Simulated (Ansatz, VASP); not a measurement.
## One calculation of SiC, two programs

```
CELL_PARAMETERS angstrom
3.03443 0.00000 0.00000
-1.51721 2.62789 0.00000
0.00000 0.00000 4.97978
ATOMIC_POSITIONS crystal
Si 0.33333 0.66667 0.00454
Si 0.66667 0.33333 0.50454
C 0.33333 0.66667 0.38046
C 0.66667 0.33333 0.88046
```

Change from the starting cell: volume scaled by 0.96, ions relaxed.

Alike in both runs: functional PBE; k mesh 16 × 16 × 9; occupations fermi-dirac, width 0.02 eV; no spin polarisation.

Ansatz relaxed the structure, and its values are those at the end. VASP's run is a single point on that final structure, the one shown.

|  | VASP | Ansatz |
| --- | --- | --- |
| version | VASP 6.6.1 | Ansatz 0.2.0 |
| potentials or method | VASP PAW PBE potentials, release 64 (Si, C) | plane-wave PAW, scalar-relativistic |
| plane-wave cutoff (eV) | 520 | 420 |
| valence electrons in the cell | 16 | 16 |

```tsv
	VASP	Ansatz	Ansatz less VASP
gap on the k mesh at the Fermi level (eV)	2.27	2.27	+0.004
pressure (GPa)	13.4	13.4	+0.08
rms of the force components (eV/Å)	0.010	0.010	-0.0001
```

Ansatz's warnings: stress scf threshold loose.
